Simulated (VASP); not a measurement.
# Ti (P6_3/mmc) in VASP: further runs

The runs below take Ti through single point, with r2SCAN.

All numbers are computed with VASP 6.6.1; they aren't measurements. Logs are shortened: lines on timing, memory, paths and dates and some standing lists are left out, and cuts for length are marked.

## Step 1: The cell of the first run

The structure is hexagonal, space group P6_3/mmc (No. 194). The conventional cell has a = 3.114 Å, b = 3.114 Å, c = 4.205 Å, α = 90.00°, β = 90.00°, γ = 120.00°. Ti (site symmetry -6m2) has 12 Ti at 2.77 to 3.11 Å within 3.6 Å.

## Step 2: Single point, r2SCAN

Input file POSCAR:

```
Ti
1.0
    3.1142159576      0.0000000000      0.0000000000
   -1.5571079788      2.6969901322      0.0000000000
    0.0000000000      0.0000000000      4.2048279924
Ti
2
Direct
    0.3333333333      0.6666666667      0.2500000000
    0.6666666667      0.3333333333      0.7500000000
```

Input file INCAR.step1:

```
SYSTEM = Ti
PREC     = Accurate       ! precision mode
ENCUT    = 520            ! plane-wave cutoff, eV
ISMEAR   = -1             ! smearing method
SIGMA    = 0.02           ! smearing width, eV
LREAL    = .False.        ! projectors in reciprocal space
LASPH    = .True.         ! aspherical terms in the spheres
NELM     = 100            ! most SCF steps
NBANDS   = 19             ! bands
GGA      = PE             ! functional
ALGO     = Normal         ! electronic algorithm
EDIFF    = 1E-4           ! SCF threshold, eV
LWAVE    = .True.         ! write WAVECAR
LCHARG   = .False.        ! write CHGCAR
```

Input file INCAR.step2:

```
SYSTEM = Ti
PREC     = Accurate       ! precision mode
ENCUT    = 520            ! plane-wave cutoff, eV
EDIFF    = 1E-7           ! SCF threshold, eV
ISMEAR   = -1             ! smearing method
SIGMA    = 0.02           ! smearing width, eV
LREAL    = .False.        ! projectors in reciprocal space
LASPH    = .True.         ! aspherical terms in the spheres
NELM     = 100            ! most SCF steps
ALGO     = Normal         ! electronic algorithm
ISIF     = 2              ! what is computed and relaxed
LWAVE    = .False.        ! write WAVECAR
LCHARG   = .False.        ! write CHGCAR
METAGGA  = R2SCAN         ! meta-GGA
LMIXTAU  = .True.       
NBANDS   = 19             ! bands
ISTART   = 1
```

Input file KPOINTS:

```
Automatic mesh
0
Gamma
  24 24 12
  0 0 0
```

Potentials or basis: VASP PAW PBE potentials, release 64 (Ti_sv).

On the command line:

```sh
$ cat potpaw_PBE.64/Ti_sv/POTCAR > POTCAR
$ cp INCAR.step1 INCAR
$ mpirun -np 1 vasp_std > vasp.out
$ cp INCAR.step2 INCAR
$ mpirun -np 1 vasp_std > vasp.out
```

OUTCAR:

```text
SYSTEM = Ti
   PREC = Accurate
   ENCUT = 520
   EDIFF = 1E-7
   ISMEAR = -1
   LREAL = .False.
   LASPH = .True.
   NELM = 100
   ISIF = 2
   METAGGA = R2SCAN
   ISTART = 1

 ion  position               nearest neighbor table
   1  0.333  0.667  0.250-   2 2.77   2 2.77   2 2.77   2 2.77   2 2.77   2 2.77
   2  0.667  0.333  0.750-   1 2.77   1 2.77   1 2.77   1 2.77   1 2.77   1 2.77

  LATTYP: Found a hexagonal cell.
 ALAT       =     3.1142159576
 C/A-ratio  =     1.3502043691

  Lattice vectors:

 A1 = (   3.1142159576,   0.0000000000,   0.0000000000)
 A2 = (  -1.5571079788,   2.6969901322,   0.0000000000)
 A3 = (   0.0000000000,   0.0000000000,   4.2048279924)

Analysis of symmetry for initial positions (statically):
=====================================================================
 Subroutine PRICEL returns:
 Original cell was already a primitive cell.

 Routine SETGRP: Setting up the symmetry group for a
 hexagonal supercell.

 Subroutine GETGRP returns: Found 24 space group operations
 (whereof 12 operations were pure point group operations)
 out of a pool of 24 trial point group operations.

The static configuration has the point symmetry D_3d.
 The point group associated with its full space group is D_6h.

Analysis of symmetry for dynamics (positions and initial velocities):
=====================================================================
 Subroutine PRICEL returns:
 Original cell was already a primitive cell.

 Routine SETGRP: Setting up the symmetry group for a
 hexagonal supercell.

 Subroutine GETGRP returns: Found 24 space group operations
 (whereof 12 operations were pure point group operations)
 out of a pool of 24 trial point group operations.

The dynamic configuration has the point symmetry D_3d.
 The point group associated with its full space group is D_6h.

 Subroutine INISYM returns: Found 24 space group operations
 (whereof 12 operations are pure point group operations),
 and found     1 'primitive' translations

----------------------------------------------------------------------------------------

                                     Primitive cell

  volume of cell :      35.3164

  direct lattice vectors                    reciprocal lattice vectors
     3.114215958  0.000000000  0.000000000     0.321108110  0.185391854  0.000000000
    -1.557107979  2.696990132  0.000000000     0.000000000  0.370783707  0.000000000
     0.000000000  0.000000000  4.204827992     0.000000000  0.000000000  0.237821857

  length of vectors
     3.114215958  3.114215958  4.204827992     0.370783707  0.370783707  0.237821857

  position of ions in fractional coordinates (direct lattice)
     0.333333333  0.666666667  0.250000000
     0.666666667  0.333333333  0.750000000

  ion indices of the primitive-cell ions
   primitive index   ion index
                 1           1
                 2           2

----------------------------------------------------------------------------------------

 KPOINTS: Automatic mesh

Automatic generation of k-mesh.
 Grid dimensions read from file:
 generate k-points for:   24   24   12

 Generating k-lattice:

  Cartesian coordinates                     Fractional coordinates (reciprocal lattice)
     0.013379505  0.007724661  0.000000000     0.041666667 -0.000000000  0.000000000
     0.000000000  0.015449321  0.000000000     0.000000000  0.041666667  0.000000000
     0.000000000  0.000000000  0.019818488     0.000000000  0.000000000  0.083333333

  Length of vectors
     0.015449321  0.015449321  0.019818488

  Shift w.r.t. Gamma in fractional coordinates (k-lattice)
     0.000000000  0.000000000  0.000000000

 Subroutine IBZKPT returns following result:
 ===========================================

 Found    427 irreducible k-points:

 Following reciprocal coordinates:
            Coordinates               Weight
  0.000000  0.000000  0.000000      1.000000
  0.041667  0.000000  0.000000      6.000000
  0.083333  0.000000  0.000000      6.000000
  0.125000  0.000000  0.000000      6.000000
  0.166667 -0.000000  0.000000      6.000000
  0.208333  0.000000  0.000000      6.000000
[... 16 lines left out ...]
  0.416667  0.041667  0.000000     12.000000
  0.458333  0.041667  0.000000     12.000000
 [... further k-points ...]
   k-points           NKPTS =    427   k-points in BZ     NKDIM =    427   number of bands    NBANDS=     19
   number of dos      NEDOS =    301   number of ions     NIONS =      2
   total plane-waves  NPLWV =  18432
   dimension x,y,z NGX =    24 NGY =   24 NGZ =   32
   dimension x,y,z NGXF=    48 NGYF=   48 NGZF=   64
   ions per type =               2
   NGX,Y,Z   is equivalent  to a cutoff of  12.81, 12.81, 12.65 a.u.
   NGXF,Y,Z  is equivalent  to a cutoff of  25.62, 25.62, 25.30 a.u.
 SYSTEM =  Ti
   PREC   = accura    normal or accurate (medium, high low for compatibility)
   ISTART =      1    job   : 0-new  1-cont  2-samecut
   ICHARG =      0    charge: 1-file 2-atom 10-const
   ISPIN  =      1    spin polarized calculation?
   LNONCOLLINEAR =      F non collinear calculations
   LSORBIT =      F    spin-orbit coupling
   LASPH  =      T    aspherical Exc in radial PAW
   ENCUT  =  520.0 eV  38.22 Ry    6.18 a.u.   5.79  5.79  7.82*2*pi/ulx,y,z
   NELM   =    100;   NELMIN=  2; NELMDL=  0     # of ELM steps
   EDIFF  = 0.1E-06   stopping-criterion for ELM
   LREAL  =      F    real-space projection
   EDIFFG = 0.1E-05   stopping-criterion for IOM
   NSW    =      0    number of steps for IOM
   IBRION =     -1    ionic relax: 0-MD 1-quasi-New 2-CG
   NFREE  =      0    steps in history (QN), initial steepest desc. (CG)
   ISIF   =      2    stress and relaxation
   ISYM   =      2    0-nonsym 1-usesym 2-fastsym
   POTIM  = 0.5000    time-step for ionic-motion
   TEBEG  =    0.0;   TEEND  =   0.0 temperature during run
   PSTRESS=    0.0 pullay stress
   NELECT =      24.0000    total number of electrons
   NUPDOWN=      -1.0000    fix difference up-down
   EMIN   =  10.00;   EMAX   =-10.00  energy-range for DOS
   EFERMI =   0.00;   METHOD = LEGACY
   ISMEAR =    -1;   SIGMA  =   0.02  broadening in eV -4-tet -1-fermi 0-gaus
   EFERMI_NEDOS =   21; number of points for ismear=-14 and -15
   IALGO  =     38    algorithm
   IMIX   =      4    mixing-type and parameters
     AMIX     =   0.40;   BMIX     =  1.00
     AMIX_MAG =   1.60;   BMIX_MAG =  1.00
  volume/ion in A,a.u.               =      17.66       119.16
  Fermi-wavevector in a.u.,A,eV,Ry     =   1.439306  2.719894 28.185854  2.071602
  Thomas-Fermi vector in A             =   2.558176
   LORBIT       =      0    0 simple, 1 ext, 2 COOP (PROOUT), +10 PAW based schemes
   METAGGA = R2SCAN    functional components
   LHFCALC =     F    Hartree Fock is set to
   AEXX    =    0.0000 exact exchange contribution
   IVDW    =     0    specifies the selected vdW correction
   LEPSILON=     F    determine dielectric tensor
   LRPA    =     F    only Hartree local field effects (RPA)
 non-spin polarized calculation
  energy-cutoff  :      520.00
  volume of cell :       35.32
 maximum number of plane-waves:       972
 NGX is ok and might be reduce to    24
   NGX = 11   NGY = 11   NGZ = 15

 number of electron      23.9999997 magnetization

 Free energy of the ion-electron system (eV)
  ---------------------------------------------------
  ext. energy  EPLUGINS =         0.00000000
  ---------------------------------------------------
  free energy    TOTEN  =       -25.70654964 eV

  energy without entropy =      -25.70379648  energy(sigma->0) =      -25.70517306

 E-fermi :   8.2287     XC(G=0): -12.2955

 val. band max:        8.2282575134   @ k =   0.0417   0.0417   0.4167
 cond. band min:       8.2354790273   @ k =   0.0833   0.0000   0.2500
 fundamental gap:      0.0072215139
 Fermi energy:         8.2286532771

 k-point     1 :       0.0000    0.0000    0.0000
  band No.  band energies     occupation
      1     -51.0948      2.00000
      2     -50.8731      2.00000
      3     -26.7355      2.00000
      4     -26.1032      2.00000
      5     -26.1031      2.00000
      6     -25.8995      2.00000
[... 11 lines left out ...]
     18      10.5757      0.00000
     19      11.4855      0.00000

 k-point     2 :       0.0417    0.0000    0.0000
  band No.  band energies     occupation
      1     -51.0933      2.00000
      2     -50.8733      2.00000
      3     -26.7316      2.00000
      4     -26.1077      2.00000
      5     -26.1056      2.00000
      6     -25.9048      2.00000
[... 11 lines left out ...]
     18      10.3185      0.00000
     19      11.5069      0.00000

 k-point     3 :       0.0833    0.0000    0.0000
  band No.  band energies     occupation
      1     -51.0890      2.00000
      2     -50.8740      2.00000
      3     -26.7200      2.00000
      4     -26.1210      2.00000
      5     -26.1126      2.00000
      6     -25.9202      2.00000
[... 11 lines left out ...]
     18      10.3076      0.00000
     19      11.5666      0.00000

 k-point     4 :       0.1250    0.0000    0.0000
  band No.  band energies     occupation
      1     -51.0819      2.00000
      2     -50.8752      2.00000
      3     -26.7009      2.00000
      4     -26.1423      2.00000
      5     -26.1234      2.00000
      6     -25.9444      2.00000
[... 11 lines left out ...]
     18      10.4612      0.00000
     19      11.6532      0.00000

 k-point     5 :       0.1667   -0.0000    0.0000
  band No.  band energies     occupation
      1     -51.0725      2.00000
      2     -50.8770      2.00000
      3     -26.6751      2.00000
      4     -26.1704      2.00000
      5     -26.1371      2.00000
      6     -25.9753      2.00000
[... 11 lines left out ...]
     18      10.6258      0.00000
     19      11.7541      0.00000
[... 334 lines left out ...]
      2     -50.8956      2.00000
      3     -26.5000      2.00000
      4     -26.3270      2.00000
      5     -26.2094      2.00000
      6     -26.1276      2.00000
[... 11 lines left out ...]
     18      11.4710      0.00000
     19      12.1571      0.00000

 k-point    22 :       0.3750    0.0417    0.0000
  band No.  band energies     occupation
      1     -50.9997      2.00000
      2     -50.9016      2.00000
      3     -26.4597      2.00000
      4     -26.3542      2.00000
      5     -26.2188      2.00000
      6     -26.1522      2.00000
[... 11 lines left out ...]
     18      11.7337      0.00000
     19      12.2080      0.00000

 k-point    23 :       0.4167    0.0417    0.0000
  band No.  band energies     occupation
      1     -50.9894      2.00000
      2     -50.9071      2.00000
      3     -26.4262      2.00000
      4     -26.3736      2.00000
      5     -26.2248      2.00000
      6     -26.1700      2.00000
[... 11 lines left out ...]
     18      12.0455      0.00000
     19      12.2422      0.00000

 k-point    24 :       0.4583    0.0417    0.0000
  band No.  band energies     occupation
      1     -50.9835      2.00000
      2     -50.9106      2.00000
      3     -26.4062      2.00000
      4     -26.3837      2.00000
      5     -26.2275      2.00000
      6     -26.1794      2.00000
[... 11 lines left out ...]
     18      12.2593      0.00000
     19      12.3482      0.00000

 [... further k-points ...]

------------------------ aborting loop because EDIFF is reached ----------------------------------------

  FORCE on cell =-STRESS in cart. coord.  units (eV):
  Direction    XX          YY          ZZ          XY          YZ          ZX
  --------------------------------------------------------------------------------------
  -------------------------------------------------------------------------------------
  Total       -1.4015341     -1.4015341      1.7927430      0.0000000      0.0000000      0.0000000
  in kB      -63.5825483    -63.5825483     81.3302848      0.0000000      0.0000000      0.0000000
  external PRESSURE =     -15.2782706 kB  Pullay stress =       0.0000000 kB

 VOLUME and BASIS-vectors are now :
 -----------------------------------------------------------------------------
  energy-cutoff  :      520.00
  volume of cell :       35.32
      direct lattice vectors                 reciprocal lattice vectors
     3.114215958  0.000000000  0.000000000     0.321108110  0.185391854  0.000000000
    -1.557107979  2.696990132  0.000000000     0.000000000  0.370783707  0.000000000
     0.000000000  0.000000000  4.204827992     0.000000000  0.000000000  0.237821857

 POSITION                                       TOTAL-FORCE (eV/Angst)
 -----------------------------------------------------------------------------------
     -0.00000      1.79799      1.05121        -0.000000      0.000000      0.000000
      1.55711      0.89900      3.15362         0.000000     -0.000000      0.000000
 -----------------------------------------------------------------------------------
    total drift:                                0.000000     -0.000000      0.000000

  FREE ENERGIE OF THE ION-ELECTRON SYSTEM (eV)
  ---------------------------------------------------
  free  energy   TOTEN  =       -25.7065496377 eV

  energy  without entropy=      -25.7037964781  energy(sigma->0) =      -25.70517306
```

It took 29 min on 1 thread of Oxide Virtual Turin-like, shared host; peak memory 0.31 GiB.

What came out:

| Item | Value |
| --- | --- |
| Free energy | -25.7065 eV |
| Pressure | -1.5 GPa |
| Band gap on the k mesh | zero (bands 12 and 13 overlap by 1.08 eV) |

Stress tensor (GPa, compression positive):
```
-6.36  0.00  0.00
 0.00 -6.36  0.00
 0.00  0.00  8.13
```

Levels at points of the mesh, in eV from the Fermi level:
```
           k point  band 8  band 9  band 10  band 11  band 12  band 13  band 14  band 15  band 16  band 17
(0.00, 0.00, 0.00)  -34.08   -6.55    -2.84     0.60     0.60     1.02     1.02     1.42     1.42     1.91
(0.50, 0.00, 0.00)  -34.14   -2.71    -2.42    -1.60    -1.41    -0.10     1.31     1.93     2.89     3.39
(0.00, 0.00, 0.50)  -34.23   -4.23    -4.23     0.20     0.20     0.20     0.20     0.76     0.76     3.12
(0.50, 0.00, 0.50)  -34.19   -2.57    -2.57    -0.57    -0.57     1.22     1.22     1.37     1.37     3.23
```

Caveat: the stress differs along the axes, from -6 to 8 GPa; the PAW data sets were made with another functional, which shifts forces and pressure a little.

(Continued in part 2 of 2.)
